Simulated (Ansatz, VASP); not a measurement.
**Two plane-wave programs on BaTe**

The input INCAR:

```
SYSTEM = BaTe
  PREC = Accurate
  ENCUT = 500
  EDIFF = 1E-6
  ISMEAR = -1
  SIGMA = 0.02
  LREAL = .FALSE.
  LASPH = .TRUE.
  NELM = 120
  ALGO = Normal
  ISIF = 2
  LWAVE = .FALSE.
  LCHARG = .TRUE.
  GGA = PE
  LELF = .TRUE.
  LVHAR = .TRUE.
  NBANDS = 15
  GGA_COMPAT = .FALSE.
```

File KPOINTS:

```
Automatic mesh
0
G
  6 6 6
  0 0 0
```

Contents of POSCAR:

```
BaTe
1.0
    0.1386806333      3.5636829174      3.5636829174
    3.5636829174      0.1386806333      3.5636829174
    3.5636829174      3.5636829174      0.1386806333
Ba Te
1 1
Direct
    0.0000000000      0.0000000000      0.0000000000
    0.5000000000      0.5000000000      0.5000000000
```

Input for Ansatz:

```yaml
crystal:
  lattice:
    - [0.1386806333, 3.5636829174, 3.5636829174]
    - [3.5636829174, 0.1386806333, 3.5636829174]
    - [3.5636829174, 3.5636829174, 0.1386806333]
  atoms:
    - { symbol: Ba, position: [0.0, 0.0, 0.0] }
    - { symbol: Te, position: [0.5, 0.5, 0.5] }
kpoints:
  mp_grid: { grid: [6, 6, 6] }
  band_path:
    path:
      - [0.0, 0.0, 0.0]
      - [0.5, 0.0, 0.5]
      - [0.625, 0.25, 0.625]
      - [0.375, 0.375, 0.75]
      - [0.5, 0.5, 0.5]
      - [0.5, 0.25, 0.75]
    npoints: 1
hamiltonian:
  xc: pbe
scf:
  occupations: { method: fermi_dirac, width: 0.02 }
  n_extra_bands: 4
output:
  forces: true
  stress: true
  eigenvalues: true
```

Change from the starting cell: epitaxial_111 strain -3.0%.

Alike in both runs: task single point; functional PBE; k mesh 6 × 6 × 6; occupations fermi-dirac, width 0.02 eV; no spin polarisation.

|  | VASP | Ansatz |
| --- | --- | --- |
| version | VASP 6.6.1 | Ansatz 0.2.0 |
| potentials or method | VASP PAW PBE potentials, release 64 (Ba_sv, Te) | plane waves, PAW |
| plane-wave cutoff (eV) | 500 | 420 |
| valence electrons in the cell | 16 | 26 |

VASP gave:

```
gap on the k mesh at the Fermi level (eV)                     : 1.42
pressure (GPa)                                                : 1.3
traceless stress, the component that is largest in VASP (GPa) : -0.48
```

Problem. What did Ansatz give for the same quantities?

Solution. gap on the k mesh at the Fermi level (eV): 1.51; pressure (GPa): 1.0; traceless stress, the component that is largest in VASP (GPa): -0.48.

VASP's potentials hold 16 valence electrons a cell and Ansatz's 26, so a difference there can come from the potentials and not from the codes.

Spin-orbit coupling is off throughout.
